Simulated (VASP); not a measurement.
Crystal: MgSiN.

```
Mg Si N
1.0
     4.31124    0.00000    0.00000
    -2.15562    3.73364    0.00000
     0.00000    0.00000    2.75244
Mg Si N
1 1 1
Cartesian
  0.0000 0.0000 0.0000
  0.0000 2.4891 0.0000
  2.1556 1.2445 1.3762
```

The cell was built from a structure type or drawn by symmetry, and may not be a known phase.

| Item | Value |
| --- | --- |
| Program | VASP 6.6.1 |
| Task | relaxation of cell and atoms |
| Functional | PBE |
| Potentials or basis | VASP PAW PBE potentials, release 64 (Mg, Si, N) |
| Cutoff | 600 eV |
| k mesh | 12 × 12 × 16 |
| Occupations | gaussian, width 0.1 eV |
| Spin | no spin polarisation |

At the start: pressure -0.4 GPa; volume 14.77 Å³/atom.

Problem. How do energy, volume and symmetry change on relaxing?

Solution. Over 7 steps the energy falls by 14.5 meV/atom and the volume is 14.51 Å³/atom (-1.7 %); space group P-6m2 (No. 187, to 0.1 Å) before and after.

The path:
| step | energy change (eV) | largest force (eV/Å) | pressure (GPa) | volume (Å³) |
| --- | --- | --- | --- | --- |
| 1 | 0.0000 | 0.0000 | -0.36 | 44.31 |
| 2 | -0.0295 | 0.0000 | -0.48 | 44.08 |
| 3 | -0.0428 | 0.0000 | -0.43 | 43.76 |
| 4 | -0.0430 | 0.0000 | -0.44 | 43.80 |
| 5 | -0.0431 | 0.0000 | -0.44 | 43.79 |
| 6 | -0.0434 | 0.0000 | 0.10 | 43.47 |
| 7 | -0.0434 | 0.0000 | 0.00 | 43.53 |

Final structure:
```cif
data_structure
_symmetry_space_group_name_H-M 'P 1'
_symmetry_Int_Tables_number 1
_cell_length_a 4.3793
_cell_length_b 4.3793
_cell_length_c 2.6211
_cell_angle_alpha 90.000
_cell_angle_beta 90.000
_cell_angle_gamma 120.000
_cell_volume 43.53
loop_
_atom_site_label
_atom_site_type_symbol
_atom_site_fract_x
_atom_site_fract_y
_atom_site_fract_z
_atom_site_occupancy
Mg1 Mg 0.00000 0.00000 0.00000 1
Si1 Si 0.33333 0.66667 0.00000 1
N1 N 0.66667 0.33333 0.50000 1
```
